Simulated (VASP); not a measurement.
**HfO3: single point with PBE**

The system is HfO3.

```
CELL_PARAMETERS angstrom
3.83060 0.00000 0.00000
-1.91530 3.31740 0.00000
0.00000 0.00000 4.05676
ATOMIC_POSITIONS crystal
Hf 0.00000 0.00000 0.00000
O 0.00000 0.00000 0.50000
O 0.33333 0.66667 0.18707
O 0.33333 0.66667 0.81293
```

* Program: VASP 6.6.1
* Task: single point
* Functional: PBE
* Potentials or basis: VASP PAW PBE potentials, release 64 (Hf_pv, O)
* Cutoff: 520 eV
* k mesh: 12 × 12 × 10
* Occupations: gaussian, width 0.01 eV
* Spin: no spin polarisation

| Item | Value |
| --- | --- |
| Pressure | -1.5 GPa |
| Largest force | 0.166 eV/Å |
| Band gap on the k mesh | 0.22 eV, direct |

Forces in eV/Å, atoms in the order of the input:
```
Hf   0.000  0.000  0.000
O    0.000  0.000  0.000
O    0.000  0.000  0.166
O    0.000  0.000 -0.166
```

Stress tensor (GPa, compression positive):
```
-1.43  0.00  0.00
 0.00 -1.43  0.00
 0.00  0.00 -1.54
```

Levels at points of the mesh, in eV from the valence-band top:
| k point | band 11 | band 12 | band 13 | band 14 | band 15 | band 16 | band 17 | band 18 |
| --- | --- | --- | --- | --- | --- | --- | --- | --- |
| (0.00, 0.00, 0.00) | -2.64 | -1.32 | -1.09 | -1.09 | 0.28 | 3.61 | 3.61 | 3.73 |
| (0.50, 0.00, 0.00) | -2.95 | -1.15 | -0.95 | -0.87 | 1.05 | 3.14 | 3.18 | 3.80 |
| (0.00, 0.00, 0.50) | -3.79 | -3.79 | -0.87 | -0.87 | 0.61 | 1.72 | 4.21 | 4.21 |
| (0.50, 0.00, 0.50) | -4.46 | -3.80 | -1.27 | -0.16 | 1.04 | 1.83 | 3.12 | 5.54 |

It took 57 s on 1 thread of Intel(R) Xeon(R) Platinum 8559C (Emerald Rapids), with other jobs on the host, peak memory 0.24 GiB.

Caveat: spin-orbit coupling is left out, which moves the levels of the heavy elements. A k mesh can miss the band edges.
